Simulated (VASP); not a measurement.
# Al (Pm-3m) in VASP: further runs, part 2 of 2

VASP 6.6.1. The steps go on from the part before.

## (4) Single point, PBEsol

This run uses another cell than the first one: it holds 1 atom, not 8.

File INCAR:

```
PREC = Accurate
ENCUT = 500
EDIFF = 1E-6
ISMEAR = 0
SIGMA = 0.1
LREAL = F
LASPH = T
NELM = 120
ALGO = Normal
ISIF = 2
LWAVE = F
LCHARG = F
GGA = PS
NBANDS = 8
GGA_COMPAT = F
```

File KPOINTS:

```
regular mesh
0
Gamma
  6 6 6
```

File POSCAR:

```
Al
1.0
    2.7048851079      0.0000000000      0.0000000000
    0.0000000000      2.7048851079      0.0000000000
    0.0000000000      0.0000000000      2.7048851079
Al
1
Direct
    0.0000000000      0.0000000000      0.0000000000
```

Potentials or basis: VASP PAW PBE potentials, release 64 (Al).

Launch:

```bash
$ cat potpaw_PBE.64/Al/POTCAR > POTCAR
$ mpirun -np 1 vasp_std > vasp.out
```

OUTCAR:

```text
PREC = Accurate
   ENCUT = 500
   EDIFF = 1E-6
   ISMEAR = 0
   LREAL = F
   LASPH = T
   NELM = 120
   ISIF = 2
   GGA = PS

 ion  position               nearest neighbor table
   1  0.000  0.000  0.000-

  LATTYP: Found a simple cubic cell.
 ALAT       =     2.7048851079

  Lattice vectors:

 A1 = (   2.7048851079,   0.0000000000,   0.0000000000)
 A2 = (   0.0000000000,   2.7048851079,   0.0000000000)
 A3 = (   0.0000000000,   0.0000000000,   2.7048851079)

Analysis of symmetry for initial positions (statically):
=====================================================================
 Subroutine PRICEL returns:
 Original cell was already a primitive cell.

 Routine SETGRP: Setting up the symmetry group for a
 simple cubic supercell.

 Subroutine GETGRP returns: Found 48 space group operations
 (whereof 48 operations were pure point group operations)
 out of a pool of 48 trial point group operations.

The static configuration has the point symmetry O_h .

Analysis of symmetry for dynamics (positions and initial velocities):
=====================================================================
 Subroutine PRICEL returns:
 Original cell was already a primitive cell.

 Routine SETGRP: Setting up the symmetry group for a
 simple cubic supercell.

 Subroutine GETGRP returns: Found 48 space group operations
 (whereof 48 operations were pure point group operations)
 out of a pool of 48 trial point group operations.

The dynamic configuration has the point symmetry O_h .

 Subroutine INISYM returns: Found 48 space group operations
 (whereof 48 operations are pure point group operations),
 and found     1 'primitive' translations

----------------------------------------------------------------------------------------

                                     Primitive cell

  volume of cell :      19.7900

  direct lattice vectors                    reciprocal lattice vectors
     2.704885108  0.000000000  0.000000000     0.369701470  0.000000000  0.000000000
     0.000000000  2.704885108  0.000000000     0.000000000  0.369701470  0.000000000
     0.000000000  0.000000000  2.704885108     0.000000000  0.000000000  0.369701470

  length of vectors
     2.704885108  2.704885108  2.704885108     0.369701470  0.369701470  0.369701470

  position of ions in fractional coordinates (direct lattice)
     0.000000000  0.000000000  0.000000000

  ion indices of the primitive-cell ions
   primitive index   ion index
                 1           1

----------------------------------------------------------------------------------------

 KPOINTS: regular mesh

Automatic generation of k-mesh.
 Grid dimensions read from file:
 generate k-points for:    6    6    6

 Generating k-lattice:

  Cartesian coordinates                     Fractional coordinates (reciprocal lattice)
     0.061616912  0.000000000  0.000000000     0.166666667  0.000000000  0.000000000
     0.000000000  0.061616912  0.000000000     0.000000000  0.166666667  0.000000000
     0.000000000  0.000000000  0.061616912     0.000000000  0.000000000  0.166666667

  Length of vectors
     0.061616912  0.061616912  0.061616912

  Shift w.r.t. Gamma in fractional coordinates (k-lattice)
     0.000000000  0.000000000  0.000000000

 Subroutine IBZKPT returns following result:
 ===========================================

 Found     20 irreducible k-points:

 Following reciprocal coordinates:
            Coordinates               Weight
  0.000000  0.000000  0.000000      1.000000
  0.166667  0.000000  0.000000      6.000000
  0.333333  0.000000  0.000000      6.000000
  0.500000  0.000000  0.000000      3.000000
  0.166667  0.166667  0.000000     12.000000
  0.333333  0.166667  0.000000     24.000000
[... 12 lines left out ...]
  0.500000  0.500000  0.333333      6.000000
  0.500000  0.500000  0.500000      1.000000
   k-points           NKPTS =     20   k-points in BZ     NKDIM =     20   number of bands    NBANDS=      8
   number of dos      NEDOS =    301   number of ions     NIONS =      1
   total plane-waves  NPLWV =   8000
   dimension x,y,z NGX =    20 NGY =   20 NGZ =   20
   dimension x,y,z NGXF=    40 NGYF=   40 NGZF=   40
   ions per type =               1
   NGX,Y,Z   is equivalent  to a cutoff of  12.29, 12.29, 12.29 a.u.
   NGXF,Y,Z  is equivalent  to a cutoff of  24.58, 24.58, 24.58 a.u.
 SYSTEM =  unknown system
   PREC   = accura    normal or accurate (medium, high low for compatibility)
   ISTART =      0    job   : 0-new  1-cont  2-samecut
   ICHARG =      2    charge: 1-file 2-atom 10-const
   ISPIN  =      1    spin polarized calculation?
   LNONCOLLINEAR =      F non collinear calculations
   LSORBIT =      F    spin-orbit coupling
   LASPH  =      T    aspherical Exc in radial PAW
   ENCUT  =  500.0 eV  36.75 Ry    6.06 a.u.   4.93  4.93  4.93*2*pi/ulx,y,z
   NELM   =    120;   NELMIN=  2; NELMDL= -5     # of ELM steps
   EDIFF  = 0.1E-05   stopping-criterion for ELM
   LREAL  =      F    real-space projection
   EDIFFG = 0.1E-04   stopping-criterion for IOM
   NSW    =      0    number of steps for IOM
   IBRION =     -1    ionic relax: 0-MD 1-quasi-New 2-CG
   NFREE  =      0    steps in history (QN), initial steepest desc. (CG)
   ISIF   =      2    stress and relaxation
   ISYM   =      2    0-nonsym 1-usesym 2-fastsym
   POTIM  = 0.5000    time-step for ionic-motion
   TEBEG  =    0.0;   TEEND  =   0.0 temperature during run
   PSTRESS=    0.0 pullay stress
   NELECT =       3.0000    total number of electrons
   NUPDOWN=      -1.0000    fix difference up-down
   EMIN   =  10.00;   EMAX   =-10.00  energy-range for DOS
   EFERMI =   0.00;   METHOD = LEGACY
   ISMEAR =     0;   SIGMA  =   0.10  broadening in eV -4-tet -1-fermi 0-gaus
   EFERMI_NEDOS =   21; number of points for ismear=-14 and -15
   IALGO  =     38    algorithm
   IMIX   =      4    mixing-type and parameters
     AMIX     =   0.40;   BMIX     =  1.00
     AMIX_MAG =   1.60;   BMIX_MAG =  1.00
  volume/ion in A,a.u.               =      19.79       133.55
  Fermi-wavevector in a.u.,A,eV,Ry     =   0.872904  1.649549 10.367111  0.761961
  Thomas-Fermi vector in A             =   1.992219
   LORBIT       =      0    0 simple, 1 ext, 2 COOP (PROOUT), +10 PAW based schemes
   GGA     = PS    functional components
   LHFCALC =     F    Hartree Fock is set to
   AEXX    =    0.0000 exact exchange contribution
   IVDW    =     0    specifies the selected vdW correction
   LEPSILON=     F    determine dielectric tensor
   LRPA    =     F    only Hartree local field effects (RPA)
 non-spin polarized calculation
 Gauss-broadening in eV      SIGMA  =   0.10
  energy-cutoff  :      500.00
  volume of cell :       19.79
 maximum number of plane-waves:       512
 NGX is ok and might be reduce to    20

 number of electron       3.0000000 magnetization

 Free energy of the ion-electron system (eV)
  ---------------------------------------------------
  ext. energy  EPLUGINS =         0.00000000
  ---------------------------------------------------
  free energy    TOTEN  =        -3.60498466 eV

  energy without entropy =       -3.59830199  energy(sigma->0) =       -3.60164333

 E-fermi :   5.7282     XC(G=0):  -9.5560

 val. band max:        5.7112333961   @ k =   0.5000   0.5000   0.1667
 cond. band min:       5.8085145430   @ k =   0.3333   0.1667   0.1667
 fundamental gap:      0.0972811470
 Fermi energy:         5.7281952661

 k-point     1 :       0.0000    0.0000    0.0000
  band No.  band energies     occupation
      1      -3.8895      2.00000
      2      13.7984      0.00000
      3      13.7984      0.00000
      4      15.0167      0.00000
      5      15.0167      0.00000
      6      15.0167      0.00000
      7      21.3107      0.00000
      8      29.9123      0.00000
[... 199 lines left out ...]
 k-point    20 :       0.5000    0.5000    0.5000
  band No.  band energies     occupation
      1       8.6983      0.00000
      2       8.6983      0.00000
      3       8.6983      0.00000
      4      11.3412      0.00000
      5      11.3412      0.00000
      6      11.3412      0.00000
      7      12.9162      0.00000
      8      15.2297      0.00000

------------------------ aborting loop because EDIFF is reached ----------------------------------------

  FORCE on cell =-STRESS in cart. coord.  units (eV):
  Direction    XX          YY          ZZ          XY          YZ          ZX
  --------------------------------------------------------------------------------------
  -------------------------------------------------------------------------------------
  Total        0.0200267      0.0200267      0.0200267     -0.0000000     -0.0000000     -0.0000000
  in kB        1.6213410      1.6213410      1.6213410     -0.0000000     -0.0000000     -0.0000000
  external PRESSURE =       1.6213410 kB  Pullay stress =       0.0000000 kB

 VOLUME and BASIS-vectors are now :
 -----------------------------------------------------------------------------
  energy-cutoff  :      500.00
  volume of cell :       19.79
      direct lattice vectors                 reciprocal lattice vectors
     2.704885108  0.000000000  0.000000000     0.369701470  0.000000000  0.000000000
     0.000000000  2.704885108  0.000000000     0.000000000  0.369701470  0.000000000
     0.000000000  0.000000000  2.704885108     0.000000000  0.000000000  0.369701470

 POSITION                                       TOTAL-FORCE (eV/Angst)
 -----------------------------------------------------------------------------------
      0.00000      0.00000      0.00000         0.000000      0.000000      0.000000
 -----------------------------------------------------------------------------------
    total drift:                               -0.000000     -0.000000     -0.000000

  FREE ENERGIE OF THE ION-ELECTRON SYSTEM (eV)
  ---------------------------------------------------
  free  energy   TOTEN  =        -3.6049846580 eV

  energy  without entropy=       -3.5983019940  energy(sigma->0) =       -3.60164333
```

Wall time 4.2 s (1 thread of AMD EPYC 7R43 (Zen 3), shared host); peak memory 0.08 GiB.

Results:

```yaml
Free_energy: -3.6050 eV
Pressure: 0.2 GPa
```

Caveat: the k points lie up to 0.39 Å⁻¹ apart; the PAW data sets were made with another functional, which shifts forces and pressure a little.

## (5) Overview

| cell | k mesh | cutoff (eV) | gap on the mesh (eV) | pressure (GPa) |
| --- | --- | --- | --- | --- |
| a = 5.403 Å, 8 atoms | 4 × 4 × 4 | 520 | none | -0.4 |
| a = 2.702 Å, 1 atom | 20 × 20 × 20 | 520 | none | 0.1 |
| a = 2.705 Å, 1 atom | 6 × 6 × 6 | 500 | none | 0.2 |

Alike in all rows: task single point; level PBEsol; potentials or basis VASP PAW PBE potentials, release 64 (Al); no spin polarisation; smearing gaussian 0.1 eV.

Caveats: some runs use coarse meshes; the PAW data sets were made with another functional, which shifts forces and pressure a little.

Absolute energies hang on the potentials; compare differences alone.
